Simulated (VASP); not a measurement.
# YAgC4N4 (P-43m) in VASP: single point with PBE

Aim: the single point of YAgC4N4 with PBE.

All numbers are computed with VASP 6.6.1; they aren't measurements. Logs are shortened: lines on timing, memory, paths and dates and some standing lists are left out, and cuts for length are marked.

## (1) The cell of the first run

The structure is cubic, space group P-43m (No. 215). Conventional cell: a = 6.672 Å, b = 6.672 Å, c = 6.672 Å, α = 90.00°, β = 90.00°, γ = 90.00°. Within 3.1 Å of Y (site symmetry -43m) lie 4 C at 2.38 Å. Within 3.0 Å of Ag (site symmetry -43m) lie 4 N at 2.23 Å. C (site symmetry 3m) has 1 N at 1.17 Å within 1.6 Å. N (site symmetry 3m) has 1 C at 1.17 Å within 1.6 Å.

## (2) Single point, PBE

The input, INCAR:

```
SYSTEM = YAgC4N4
  ALGO = Normal
  EDIFF = 1E-6
  ENCUT = 700
  GGA = PE
  GGA_COMPAT = .False.
  ISIF = 2
  ISMEAR = 0
  LASPH = .True.
  LCHARG = .False.
  LREAL = .False.
  LWAVE = .False.
  NBANDS = 44
  NELM = 120
  PREC = Accurate
  SIGMA = 0.1
```

The input, KPOINTS:

```
k-points
0
Gamma
  4 4 4
  0 0 0
```

The input, POSCAR:

```
YAgC4N4
1.0
    6.6715310700      0.0000000000      0.0000000000
    0.0000000000      6.6715310700      0.0000000000
    0.0000000000      0.0000000000      6.6715310700
Y Ag C N
1 1 4 4
Direct
    0.0000000000      0.0000000000      0.0000000000
    0.5000000000      0.5000000000      0.5000000000
    0.2059455960      0.2059455960      0.2059455960
    0.2059455960      0.7940544040      0.7940544040
    0.7940544040      0.2059455960      0.7940544040
    0.7940544040      0.7940544040      0.2059455960
    0.3069410785      0.3069410785      0.3069410785
    0.3069410785      0.6930589215      0.6930589215
    0.6930589215      0.3069410785      0.6930589215
    0.6930589215      0.6930589215      0.3069410785
```

Potentials or basis: VASP PAW PBE potentials, release 64 (Y_sv, Ag_sv_GW, C, N).

On the command line:

```
$ cat potpaw_PBE.64/Y_sv/POTCAR potpaw_PBE.64/Ag_sv_GW/POTCAR potpaw_PBE.64/C/POTCAR potpaw_PBE.64/N/POTCAR > POTCAR
$ mpirun -np 1 vasp_std > vasp.out
```

OUTCAR:

```text
SYSTEM = YAgC4N4
   EDIFF = 1E-6
   ENCUT = 700
   GGA = PE
   ISIF = 2
   ISMEAR = 0
   LASPH = .True.
   LREAL = .False.
   NELM = 120
   PREC = Accurate

 ion  position               nearest neighbor table
   1  0.000  0.000  0.000-   3 2.38   4 2.38   5 2.38   6 2.38
   2  0.500  0.500  0.500-
   3  0.206  0.206  0.206-   7 1.17   1 2.38
   4  0.206  0.794  0.794-   8 1.17   1 2.38
   5  0.794  0.206  0.794-   9 1.17   1 2.38
   6  0.794  0.794  0.206-  10 1.17   1 2.38
   7  0.307  0.307  0.307-   3 1.17
   8  0.307  0.693  0.693-   4 1.17
   9  0.693  0.307  0.693-   5 1.17
  10  0.693  0.693  0.307-   6 1.17

  LATTYP: Found a simple cubic cell.
 ALAT       =     6.6715310700

  Lattice vectors:

 A1 = (   6.6715310700,   0.0000000000,   0.0000000000)
 A2 = (   0.0000000000,   6.6715310700,   0.0000000000)
 A3 = (   0.0000000000,   0.0000000000,   6.6715310700)

Analysis of symmetry for initial positions (statically):
=====================================================================
 Subroutine PRICEL returns:
 Original cell was already a primitive cell.

 Routine SETGRP: Setting up the symmetry group for a
 simple cubic supercell.

 Subroutine GETGRP returns: Found 24 space group operations
 (whereof 24 operations were pure point group operations)
 out of a pool of 48 trial point group operations.

The static configuration has the point symmetry T_d .

Analysis of symmetry for dynamics (positions and initial velocities):
=====================================================================
 Subroutine PRICEL returns:
 Original cell was already a primitive cell.

 Routine SETGRP: Setting up the symmetry group for a
 simple cubic supercell.

 Subroutine GETGRP returns: Found 24 space group operations
 (whereof 24 operations were pure point group operations)
 out of a pool of 48 trial point group operations.

The dynamic configuration has the point symmetry T_d .

 Subroutine INISYM returns: Found 24 space group operations
 (whereof 24 operations are pure point group operations),
 and found     1 'primitive' translations

----------------------------------------------------------------------------------------

[... 98 lines left out ...]
   NFREE  =      0    steps in history (QN), initial steepest desc. (CG)
   ISIF   =      2    stress and relaxation
   ISYM   =      2    0-nonsym 1-usesym 2-fastsym
   POTIM  = 0.5000    time-step for ionic-motion
   TEBEG  =    0.0;   TEEND  =   0.0 temperature during run
   PSTRESS=    0.0 pullay stress
   NELECT =      66.0000    total number of electrons
   NUPDOWN=      -1.0000    fix difference up-down
   EMIN   =  10.00;   EMAX   =-10.00  energy-range for DOS
   EFERMI =   0.00;   METHOD = LEGACY
   ISMEAR =     0;   SIGMA  =   0.10  broadening in eV -4-tet -1-fermi 0-gaus
   EFERMI_NEDOS =   21; number of points for ismear=-14 and -15
   IALGO  =     38    algorithm
   IMIX   =      4    mixing-type and parameters
     AMIX     =   0.40;   BMIX     =  1.00
     AMIX_MAG =   1.60;   BMIX_MAG =  1.00
  volume/ion in A,a.u.               =      29.69       200.39
  Fermi-wavevector in a.u.,A,eV,Ry     =   0.991663  1.873971 13.379899  0.983395
  Thomas-Fermi vector in A             =   2.123420
   LORBIT       =      0    0 simple, 1 ext, 2 COOP (PROOUT), +10 PAW based schemes
   GGA     = PE    functional components
   LHFCALC =     F    Hartree Fock is set to
   AEXX    =    0.0000 exact exchange contribution
   IVDW    =     0    specifies the selected vdW correction
   LEPSILON=     F    determine dielectric tensor
   LRPA    =     F    only Hartree local field effects (RPA)
 non-spin polarized calculation
 Gauss-broadening in eV      SIGMA  =   0.10
  energy-cutoff  :      700.00
  volume of cell :      296.95
 maximum number of plane-waves:     12568
 NGX is ok and might be reduce to    60
   NGX = 29   NGY = 29   NGZ = 29

 number of electron      65.9999986 magnetization

 Free energy of the ion-electron system (eV)
  ---------------------------------------------------
  ext. energy  EPLUGINS =         0.00000000
  ---------------------------------------------------
  free energy    TOTEN  =       -74.80937962 eV

  energy without entropy =      -74.80937962  energy(sigma->0) =      -74.80937962

 E-fermi :  -2.2578     XC(G=0):  -6.0657

 val. band max:       -2.7177806031   @ k =   0.5000   0.5000   0.5000
 cond. band min:      -0.0022946278   @ k =   0.5000   0.5000   0.0000
 fundamental gap:      2.7154859752
 Fermi energy:        -2.2577807627

 k-point     1 :       0.0000    0.0000    0.0000
  band No.  band energies     occupation
      1     -91.4685      2.00000
      2     -54.9742      2.00000
      3     -54.9742      2.00000
      4     -54.9742      2.00000
      5     -44.8656      2.00000
      6     -24.8648      2.00000
[... 459 lines left out ...]
     43       4.0489      0.00000
     44       4.0489      0.00000

------------------------ aborting loop because EDIFF is reached ----------------------------------------

  FORCE on cell =-STRESS in cart. coord.  units (eV):
  Direction    XX          YY          ZZ          XY          YZ          ZX
  --------------------------------------------------------------------------------------
  -------------------------------------------------------------------------------------
  Total        0.7242343      0.7242343      0.7242343     -0.0000000      0.0000000     -0.0000000
  in kB        3.9076272      3.9076272      3.9076272     -0.0000000      0.0000000     -0.0000000
  external PRESSURE =       3.9076272 kB  Pullay stress =       0.0000000 kB

 VOLUME and BASIS-vectors are now :
 -----------------------------------------------------------------------------
  energy-cutoff  :      700.00
  volume of cell :      296.95
      direct lattice vectors                 reciprocal lattice vectors
     6.671531070  0.000000000  0.000000000     0.149890631  0.000000000  0.000000000
     0.000000000  6.671531070  0.000000000     0.000000000  0.149890631  0.000000000
     0.000000000  0.000000000  6.671531070     0.000000000  0.000000000  0.149890631

 POSITION                                       TOTAL-FORCE (eV/Angst)
 -----------------------------------------------------------------------------------
      0.00000      0.00000      0.00000         0.000000      0.000000      0.000000
      3.33577      3.33577      3.33577         0.000000      0.000000      0.000000
      1.37397      1.37397      1.37397        -0.212109     -0.212109     -0.212109
      1.37397      5.29756      5.29756        -0.212109      0.212109      0.212109
      5.29756      1.37397      5.29756         0.212109     -0.212109      0.212109
      5.29756      5.29756      1.37397         0.212109      0.212109     -0.212109
      2.04777      2.04777      2.04777         0.222411      0.222411      0.222411
      2.04777      4.62376      4.62376         0.222411     -0.222411     -0.222411
      4.62376      2.04777      4.62376        -0.222411      0.222411     -0.222411
      4.62376      4.62376      2.04777        -0.222411     -0.222411      0.222411
 -----------------------------------------------------------------------------------
    total drift:                                0.000000      0.000000     -0.000000

  FREE ENERGIE OF THE ION-ELECTRON SYSTEM (eV)
  ---------------------------------------------------
  free  energy   TOTEN  =       -74.8093796183 eV

  energy  without entropy=      -74.8093796183  energy(sigma->0) =      -74.80937962
```

OSZICAR:

```text
N       E                     dE             d eps       ncg     rms          rms(c)
DAV:   1     0.629390497176E+03    0.62939E+03   -0.36519E+04   992   0.164E+03
DAV:   2    -0.108546610829E+02   -0.64025E+03   -0.61933E+03  1204   0.445E+02
DAV:   3    -0.891909907937E+02   -0.78336E+02   -0.76339E+02  1416   0.153E+02
DAV:   4    -0.925050142284E+02   -0.33140E+01   -0.31475E+01  1376   0.266E+01
DAV:   5    -0.927869405298E+02   -0.28193E+00   -0.27846E+00  1528   0.877E+00    0.477E+01
DAV:   6    -0.102584019008E+03   -0.97971E+01   -0.38366E+02  1360   0.174E+02    0.350E+01
DAV:   7    -0.829692524702E+02    0.19615E+02   -0.62833E+01  1284   0.971E+01    0.217E+01
DAV:   8    -0.748683535326E+02    0.81009E+01   -0.35310E+01  1296   0.799E+01    0.928E+00
DAV:   9    -0.748567231284E+02    0.11630E-01   -0.43370E+00  1320   0.121E+01    0.598E+00
DAV:  10    -0.748291582673E+02    0.27565E-01   -0.60255E-01  1504   0.644E+00    0.225E+00
DAV:  11    -0.748073680196E+02    0.21790E-01   -0.16439E-01  1312   0.526E+00    0.566E-01
DAV:  12    -0.748087642261E+02   -0.13962E-02   -0.19787E-02  1376   0.147E+00    0.294E-01
DAV:  13    -0.748099453996E+02   -0.11812E-02   -0.52457E-03  1580   0.104E+00    0.161E-01
DAV:  14    -0.748093254559E+02    0.61994E-03   -0.27918E-03  1336   0.761E-01    0.623E-02
DAV:  15    -0.748093670764E+02   -0.41620E-04   -0.59879E-04  1552   0.146E-01    0.261E-02
DAV:  16    -0.748093834400E+02   -0.16364E-04   -0.41121E-05  1248   0.435E-02    0.197E-02
DAV:  17    -0.748093797140E+02    0.37260E-05   -0.50830E-05  1300   0.102E-01    0.644E-03
DAV:  18    -0.748093796183E+02    0.95705E-07   -0.91483E-06  1264   0.342E-02
   1 F= -.74809380E+02 E0= -.74809380E+02  d E =-.174859E-10
```

It took 8.5 min on 1 thread of AMD EPYC 7R13 (Zen 3), shared host; peak memory 0.64 GiB.

Results:

```
Free energy            : -74.8094 eV
Pressure               : 0.4 GPa
Largest force          : 0.385 eV/Å
Band gap on the k mesh : 2.72 eV (least direct gap 2.73 eV)
```

Forces in eV/Å, atoms in the order of the input:
```
Y    0.000  0.000  0.000
Ag   0.000  0.000  0.000
C   -0.212 -0.212 -0.212
C   -0.212  0.212  0.212
C    0.212 -0.212  0.212
C    0.212  0.212 -0.212
N    0.222  0.222  0.222
N    0.222 -0.222 -0.222
N   -0.222  0.222 -0.222
N   -0.222 -0.222  0.222
```
